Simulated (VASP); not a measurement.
# W (R-3m) in VASP: further runs

The runs below take W through single point, with r2SCAN.

All numbers are computed with VASP 6.6.1; they aren't measurements. Logs are shortened: lines on timing, memory, paths and dates and some standing lists are left out, and cuts for length are marked.

### Step 1. The cell of the first run

Symmetry: R-3m, No. 166, trigonal system. Conventional cell: a = 4.029 Å, b = 4.029 Å, c = 3.479 Å, α = 90.00°, β = 90.00°, γ = 120.00°. W (site symmetry -3m) has 14 W at 2.60 to 3.48 Å within 3.5 Å.

### Step 2. Single point, r2SCAN

The input, POSCAR:

```
W
1.0
   -1.2297739714      1.6191232596      1.6191232596
    1.6191232596     -1.2297739714      1.6191232596
    1.6191232596      1.6191232596     -1.2297739714
W
1
Direct
    0.0000000000      0.0000000000      0.0000000000
```

The input, INCAR.step1:

```
SYSTEM = W
PREC = Accurate
ENCUT = 520
ISMEAR = 0
SIGMA = 0.15
LREAL = .FALSE.
LASPH = .TRUE.
NELM = 80
NBANDS = 13
GGA = PE
ALGO = Normal
EDIFF = 1E-4
LWAVE = .TRUE.
LCHARG = .FALSE.
```

The input, INCAR.step2:

```
SYSTEM = W
PREC = Accurate
ENCUT = 520
EDIFF = 1E-6
ISMEAR = 0
SIGMA = 0.15
LREAL = .FALSE.
LASPH = .TRUE.
NELM = 80
ALGO = Normal
ISIF = 2
LWAVE = .FALSE.
LCHARG = .TRUE.
METAGGA = R2SCAN
LMIXTAU = .TRUE.
LELF = .TRUE.
LVHAR = .TRUE.
NBANDS = 13
ISTART = 1
```

The input, KPOINTS:

```
Automatic mesh
0
G
  24 24 24
  0 0 0
```

Potentials or basis: VASP PAW PBE potentials, release 64 (W_sv).

Launch:

```console
$ cat potpaw_PBE.64/W_sv/POTCAR > POTCAR
$ cp INCAR.step1 INCAR
$ mpirun -np 1 vasp_std > vasp.out
$ cp INCAR.step2 INCAR
$ mpirun -np 1 vasp_std > vasp.out
```

OUTCAR:

```text
SYSTEM = W
   PREC = Accurate
   ENCUT = 520
   EDIFF = 1E-6
   ISMEAR = 0
   LREAL = .FALSE.
   LASPH = .TRUE.
   NELM = 80
   ISIF = 2
   METAGGA = R2SCAN
   ISTART = 1

 ion  position               nearest neighbor table
   1  0.000  0.000  0.000-

  LATTYP: Found a trigonal (rhomboedric) cell.
 ALAT       =     2.5991275998
 COS(alpha) =    -0.2014297014

  Lattice vectors:

 A1 = (  -1.2297739714,   1.6191232596,   1.6191232596)
 A2 = (   1.6191232596,  -1.2297739714,   1.6191232596)
 A3 = (   1.6191232596,   1.6191232596,  -1.2297739714)

Analysis of symmetry for initial positions (statically):
=====================================================================
 Subroutine PRICEL returns:
 Original cell was already a primitive cell.

 Routine SETGRP: Setting up the symmetry group for a
 trigonal (rhombohedral) supercell.

 Subroutine GETGRP returns: Found 12 space group operations
 (whereof 12 operations were pure point group operations)
 out of a pool of 12 trial point group operations.

The static configuration has the point symmetry D_3d.

Analysis of symmetry for dynamics (positions and initial velocities):
=====================================================================
 Subroutine PRICEL returns:
 Original cell was already a primitive cell.

 Routine SETGRP: Setting up the symmetry group for a
 trigonal (rhombohedral) supercell.

 Subroutine GETGRP returns: Found 12 space group operations
 (whereof 12 operations were pure point group operations)
 out of a pool of 12 trial point group operations.

The dynamic configuration has the point symmetry D_3d.

 Subroutine INISYM returns: Found 12 space group operations
 (whereof 12 operations are pure point group operations),
 and found     1 'primitive' translations

----------------------------------------------------------------------------------------

                                     Primitive cell

  volume of cell :      16.3012

  direct lattice vectors                    reciprocal lattice vectors
    -1.229773971  1.619123260  1.619123260    -0.068045076  0.282967937  0.282967937
     1.619123260 -1.229773971  1.619123260     0.282967937 -0.068045076  0.282967937
     1.619123260  1.619123260 -1.229773971     0.282967937  0.282967937 -0.068045076

  length of vectors
     2.599127600  2.599127600  2.599127600     0.405920976  0.405920976  0.405920976

  position of ions in fractional coordinates (direct lattice)
     0.000000000  0.000000000  0.000000000

  ion indices of the primitive-cell ions
   primitive index   ion index
                 1           1

----------------------------------------------------------------------------------------

 KPOINTS: Automatic mesh

Automatic generation of k-mesh.
 Grid dimensions read from file:
 generate k-points for:   24   24   24

 Generating k-lattice:

  Cartesian coordinates                     Fractional coordinates (reciprocal lattice)
    -0.002835211  0.011790331  0.011790331     0.041666667  0.000000000  0.000000000
     0.011790331 -0.002835211  0.011790331     0.000000000  0.041666667  0.000000000
     0.011790331  0.011790331 -0.002835211     0.000000000  0.000000000  0.041666667

  Length of vectors
     0.016913374  0.016913374  0.016913374

  Shift w.r.t. Gamma in fractional coordinates (k-lattice)
     0.000000000  0.000000000  0.000000000

 Subroutine IBZKPT returns following result:
 ===========================================

 Found   1313 irreducible k-points:

 Following reciprocal coordinates:
            Coordinates               Weight
  0.000000  0.000000  0.000000      1.000000
  0.041667  0.000000  0.000000      6.000000
  0.083333  0.000000 -0.000000      6.000000
  0.125000  0.000000  0.000000      6.000000
  0.166667 -0.000000 -0.000000      6.000000
  0.208333  0.000000  0.000000      6.000000
[... 16 lines left out ...]
  0.416667  0.041667  0.000000     12.000000
  0.458333  0.041667  0.000000     12.000000
 [... further k-points ...]
   k-points           NKPTS =   1313   k-points in BZ     NKDIM =   1313   number of bands    NBANDS=     13
   number of dos      NEDOS =    301   number of ions     NIONS =      1
   total plane-waves  NPLWV =   8000
   dimension x,y,z NGX =    20 NGY =   20 NGZ =   20
   dimension x,y,z NGXF=    40 NGYF=   40 NGZF=   40
   ions per type =               1
   NGX,Y,Z   is equivalent  to a cutoff of  12.79, 12.79, 12.79 a.u.
   NGXF,Y,Z  is equivalent  to a cutoff of  25.58, 25.58, 25.58 a.u.
 SYSTEM =  W
   PREC   = accura    normal or accurate (medium, high low for compatibility)
   ISTART =      1    job   : 0-new  1-cont  2-samecut
   ICHARG =      0    charge: 1-file 2-atom 10-const
   ISPIN  =      1    spin polarized calculation?
   LNONCOLLINEAR =      F non collinear calculations
   LSORBIT =      F    spin-orbit coupling
   LASPH  =      T    aspherical Exc in radial PAW
   ENCUT  =  520.0 eV  38.22 Ry    6.18 a.u.   4.83  4.83  4.83*2*pi/ulx,y,z
   NELM   =     80;   NELMIN=  2; NELMDL=  0     # of ELM steps
   EDIFF  = 0.1E-05   stopping-criterion for ELM
   LREAL  =      F    real-space projection
   EDIFFG = 0.1E-04   stopping-criterion for IOM
   NSW    =      0    number of steps for IOM
   IBRION =     -1    ionic relax: 0-MD 1-quasi-New 2-CG
   NFREE  =      0    steps in history (QN), initial steepest desc. (CG)
   ISIF   =      2    stress and relaxation
   ISYM   =      2    0-nonsym 1-usesym 2-fastsym
   POTIM  = 0.5000    time-step for ionic-motion
   TEBEG  =    0.0;   TEEND  =   0.0 temperature during run
   PSTRESS=    0.0 pullay stress
   NELECT =      14.0000    total number of electrons
   NUPDOWN=      -1.0000    fix difference up-down
   EMIN   =  10.00;   EMAX   =-10.00  energy-range for DOS
   EFERMI =   0.00;   METHOD = LEGACY
   ISMEAR =     0;   SIGMA  =   0.15  broadening in eV -4-tet -1-fermi 0-gaus
   EFERMI_NEDOS =   21; number of points for ismear=-14 and -15
   IALGO  =     38    algorithm
   IMIX   =      4    mixing-type and parameters
     AMIX     =   0.40;   BMIX     =  1.00
     AMIX_MAG =   1.60;   BMIX_MAG =  1.00
  volume/ion in A,a.u.               =      16.30       110.01
  Fermi-wavevector in a.u.,A,eV,Ry     =   1.556125  2.940649 32.946829  2.421524
  Thomas-Fermi vector in A             =   2.659966
   LORBIT       =      0    0 simple, 1 ext, 2 COOP (PROOUT), +10 PAW based schemes
   METAGGA = R2SCAN    functional components
   LHFCALC =     F    Hartree Fock is set to
   AEXX    =    0.0000 exact exchange contribution
   IVDW    =     0    specifies the selected vdW correction
   LEPSILON=     F    determine dielectric tensor
   LRPA    =     F    only Hartree local field effects (RPA)
 non-spin polarized calculation
 Gauss-broadening in eV      SIGMA  =   0.15
  energy-cutoff  :      520.00
  volume of cell :       16.30
 maximum number of plane-waves:       451
   NGX =  9   NGY =  9   NGZ =  9

 number of electron      14.0000005 magnetization

 Free energy of the ion-electron system (eV)
  ---------------------------------------------------
  ext. energy  EPLUGINS =         0.00000000
  ---------------------------------------------------
  free energy    TOTEN  =       -50.53604448 eV

  energy without entropy =      -50.53069918  energy(sigma->0) =      -50.53337183

 E-fermi :  11.0398     XC(G=0): -14.6684

 val. band max:       11.0369318867   @ k =  -0.3750   0.2917   0.2500
 cond. band min:      11.0417483949   @ k =  -0.2917   0.2917   0.2917
 fundamental gap:      0.0048165083
 Fermi energy:        11.0398380490

 k-point     1 :       0.0000    0.0000    0.0000
  band No.  band energies     occupation
      1     -65.1908      2.00000
      2     -28.2888      2.00000
      3     -27.8386      2.00000
      4     -27.8386      2.00000
      5       1.0652      2.00000
      6       6.8213      2.00000
      7       6.8213      2.00000
      8      13.8274      0.00000
      9      15.2191      0.00000
     10      15.2191      0.00000
     11      25.2689      0.00000
     12      25.2689      0.00000
     13      31.3335      0.00000

 k-point     2 :       0.0417    0.0000    0.0000
  band No.  band energies     occupation
      1     -65.1884      2.00000
      2     -28.2962      2.00000
      3     -27.8602      2.00000
      4     -27.8374      2.00000
      5       1.1367      2.00000
      6       6.8266      2.00000
      7       6.8715      2.00000
      8      13.7940      0.00000
      9      15.1606      0.00000
     10      15.1850      0.00000
     11      25.3596      0.00000
     12      25.3920      0.00000
     13      31.3857      0.00000

 k-point     3 :       0.0833    0.0000   -0.0000
  band No.  band energies     occupation
      1     -65.1815      2.00000
      2     -28.3234      2.00000
      3     -27.9173      2.00000
      4     -27.8337      2.00000
      5       1.3457      2.00000
      6       6.8410      2.00000
      7       7.0182      2.00000
      8      13.6929      0.00000
      9      14.9991      0.00000
     10      15.1110      0.00000
     11      25.6151      0.00000
     12      25.6867      0.00000
     13      31.5071      0.00000
[... 305 lines left out ...]
 k-point    23 :       0.4167    0.0417    0.0000
  band No.  band energies     occupation
      1     -65.0588      2.00000
      2     -29.4963      2.00000
      3     -28.0965      2.00000
      4     -27.7853      2.00000
      5       4.5781      2.00000
      6       6.8065      2.00000
      7       9.8539      2.00000
      8      13.5490      0.00000
      9      14.0734      0.00000
     10      15.4254      0.00000
     11      21.5858      0.00000
     12      25.5820      0.00000
     13      30.5848      0.00000

 k-point    24 :       0.4583    0.0417    0.0000
  band No.  band energies     occupation
      1     -65.0521      2.00000
      2     -29.5658      2.00000
      3     -28.0926      2.00000
      4     -27.7800      2.00000
      5       4.6857      2.00000
      6       6.8016      2.00000
      7      10.0368      2.00000
      8      13.4953      0.00000
      9      14.0299      0.00000
     10      15.4616      0.00000
     11      21.7729      0.00000
     12      25.3909      0.00000
     13      30.0569      0.00000

 [... further k-points ...]

------------------------ aborting loop because EDIFF is reached ----------------------------------------

  FORCE on cell =-STRESS in cart. coord.  units (eV):
  Direction    XX          YY          ZZ          XY          YZ          ZX
  --------------------------------------------------------------------------------------
  -------------------------------------------------------------------------------------
  Total        1.2359879      1.2359879      1.2359879     -1.8793196     -1.8793196     -1.8793196
  in kB      121.4801525    121.4801525    121.4801525   -184.7105781   -184.7105781   -184.7105781
  external PRESSURE =     121.4801525 kB  Pullay stress =       0.0000000 kB

 VOLUME and BASIS-vectors are now :
 -----------------------------------------------------------------------------
  energy-cutoff  :      520.00
  volume of cell :       16.30
      direct lattice vectors                 reciprocal lattice vectors
    -1.229773971  1.619123260  1.619123260    -0.068045076  0.282967937  0.282967937
     1.619123260 -1.229773971  1.619123260     0.282967937 -0.068045076  0.282967937
     1.619123260  1.619123260 -1.229773971     0.282967937  0.282967937 -0.068045076

 POSITION                                       TOTAL-FORCE (eV/Angst)
 -----------------------------------------------------------------------------------
      0.00000      0.00000      0.00000         0.000000      0.000000      0.000000
 -----------------------------------------------------------------------------------
    total drift:                                0.000000      0.000000      0.000000

  FREE ENERGIE OF THE ION-ELECTRON SYSTEM (eV)
  ---------------------------------------------------
  free  energy   TOTEN  =       -50.5360444832 eV

  energy  without entropy=      -50.5306991788  energy(sigma->0) =      -50.53337183
```

It took 4.4 min on 1 thread of Intel Xeon 6975P-C (Granite Rapids), shared host; peak memory 0.35 GiB.

Results:

* Free energy: -50.5360 eV
* Pressure: 12.1 GPa
* Band gap on the k mesh: zero (bands 7 and 8 overlap by 3.36 eV)

Levels at points of the mesh, in eV from the Fermi level:
```csv
k point,band 5,band 6,band 7,band 8,band 9,band 10
"(0.00, 0.00, 0.00)",-9.97,-4.22,-4.22,2.79,4.18,4.18
"(0.50, 0.00, 0.00)",-6.39,-4.27,-0.89,2.44,2.89,4.49
"(0.50, 0.50, 0.00)",-6.56,-4.01,1.88,2.46,2.59,7.59
"(0.50, 0.50, 0.50)",-5.81,-5.81,-0.68,7.06,7.48,7.48
```

Caveat: the cell stands under pressure; the PAW data sets were made with another functional, which shifts forces and pressure a little; spin-orbit coupling is left out, which moves the levels of the heavy elements.

### Step 3. Single point, r2SCAN

This run uses another cell than the first one, of the same volume but with other edges.

The input, POSCAR:

```
W
1.0
   -2.1463163662      1.6413007506      1.6413007506
    1.6413007506     -2.1463163662      1.6413007506
    1.6413007506      1.6413007506     -2.1463163662
W
1
Direct
    0.0000000000      0.0000000000      0.0000000000
```

The input, INCAR.step1:

```
  PREC = Accurate
  ENCUT = 520
  ISMEAR = 0
  SIGMA = 0.15
  LREAL = False
  LASPH = True
  NELM = 80
  NBANDS = 13
  GGA = PE
  ALGO = Normal
  EDIFF = 1E-4
  LWAVE = True
  LCHARG = False
```

The input, INCAR.step2:

```
  PREC = Accurate
  ENCUT = 520
  EDIFF = 1E-6
  ISMEAR = 0
  SIGMA = 0.15
  LREAL = False
  LASPH = True
  NELM = 80
  ALGO = Normal
  ISIF = 2
  LWAVE = False
  LCHARG = False
  METAGGA = R2SCAN
  LMIXTAU = True
  NBANDS = 13
  ISTART = 1
```

The input, KPOINTS:

```
regular mesh
0
Gamma
  24 24 24
```

Potentials or basis: VASP PAW PBE potentials, release 64 (W_sv).

Launch:

```console
$ cat potpaw_PBE.64/W_sv/POTCAR > POTCAR
$ cp INCAR.step1 INCAR
$ mpirun -np 1 vasp_std > vasp.out
$ cp INCAR.step2 INCAR
$ mpirun -np 1 vasp_std > vasp.out
```

Run time: 4.3 min. Hardware: 1 thread of Intel Xeon 6975P-C (Granite Rapids), shared host; peak memory 0.37 GiB.

It converged, with:

```yaml
Free_energy: -46.2642 eV
Pressure: 104.2 GPa
Band_gap_on_the_k_mesh: zero (bands 7 and 8 overlap by 5.81 eV)
```

Stress tensor (GPa, compression positive):
```
104.21 129.34 129.34
129.34 104.21 129.34
129.34 129.34 104.21
```

Levels at points of the mesh, in eV from the Fermi level:
```
           k point  band 4  band 5  band 6  band 7  band 8  band 9  band 10  band 11
(0.00, 0.00, 0.00)  -35.55   -9.82   -7.21   -2.99   -2.99    9.15     9.15     9.60
(0.50, 0.00, 0.00)  -39.01   -7.79   -6.37    1.29    1.71    4.21     4.83    11.35
(0.50, 0.50, 0.00)  -35.56   -7.32   -6.82   -1.98    1.36    4.22     9.26     9.35
(0.50, 0.50, 0.50)  -39.18   -7.93   -7.93    2.81    2.81    7.96     8.75     8.75
```

Caveat: atoms lie so close that the PAW spheres overlap strongly, which falsifies energies and pressures; the cell stands under pressure; the PAW data sets were made with another functional, which shifts forces and pressure a little; spin-orbit coupling is left out, which moves the levels of the heavy elements.
